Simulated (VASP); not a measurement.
Runs of VASP 6.6.1 on MgO (Periclase). The structure is that of space group Fm-3m (No. 225), or close to it. The cells are those of the table. 

```tsv
cell	gap on the mesh (eV)	pressure (GPa)
a = 2.931 Å, angles 60.0°, 2 atoms	5.21	(c)
a = 3.021 Å, angles 60.0°, 2 atoms	4.32	-2.9
a = 3.050 Å, angles 60.0°, 2 atoms	4.06	-6.7
a = 2.992 Å, angles 60.0°, 2 atoms	(b)	(a)
a = 2.962 Å, angles 60.0°, 2 atoms	4.89	6.6
```

Alike in all rows: task single point; level PBE; potentials or basis VASP PAW PBE potentials, release 64 (Mg, O); no spin polarisation; k mesh 8 × 8 × 8; cutoff (eV) 600; smearing gaussian 0.01 eV.

Fill in the values left out.

(a) 1.5; (b) 4.60; (c) 12.5.

